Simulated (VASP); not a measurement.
A run of VASP 6.6.1 is set up as follows.

INCAR

```
PREC = Accurate ; ENCUT = 1230
EDIFF = 1E-7 ; ISMEAR = 0
SIGMA = 0.1 ; LREAL = False
LASPH = True ; NELM = 120
ALGO = Normal ; ISIF = 3
LWAVE = False ; LCHARG = False
GGA = PE ; IBRION = 2
NSW = 90 ; EDIFFG = -0.04
GGA_COMPAT = False ; NELMIN = 4
```

File KPOINTS:

```
regular mesh
0
Gamma
  4 4 4
```

The input POSCAR:

```
CuH8
1.0
    4.1784727200      0.0000000000      0.0000000000
    0.0000000000      4.1784727200      0.0000000000
    0.0000000000      0.0000000000      4.4219659600
Cu H
1 8
Direct
    0.0000000000      0.0000000000      0.0000000000
    0.3294541600      0.0000000000      0.0000000000
    0.6705458400      0.0000000000      0.0000000000
    0.0000000000      0.3294541600      0.0000000000
    0.0000000000      0.6705458400      0.0000000000
    0.2776930000      0.5000000000      0.5000000000
    0.7223070000      0.5000000000      0.5000000000
    0.5000000000      0.2776930000      0.5000000000
    0.5000000000      0.7223070000      0.5000000000
```

Potentials or basis: VASP PAW PBE potentials, release 64 (Cu_sv_GW, H_h).

Command:

```console
$ cat potpaw_PBE.64/Cu_sv_GW/POTCAR potpaw_PBE.64/H_h/POTCAR > POTCAR
$ mpirun -np 1 vasp_std > vasp.out
```

Problem. Predict the relaxed cell.

Solution. a = 4.079 Å, b = 4.079 Å, c = 4.426 Å, α = 90.00°, β = 90.00°, γ = 90.00°.

Problem. Estimate the relaxed volume.

Solution. 8.18 Å³/atom.

Stress tensor (GPa, compression positive):
```
-0.18  0.00  0.00
 0.00 -0.18  0.00
 0.00  0.00  0.46
```

Caveat: the k points lie up to 0.39 Å⁻¹ apart in the final cell, too coarse for converged energies and pressures of a metal; an odd number of electrons without spin polarisation forces a metal; a magnetic or distorted state may lie lower.
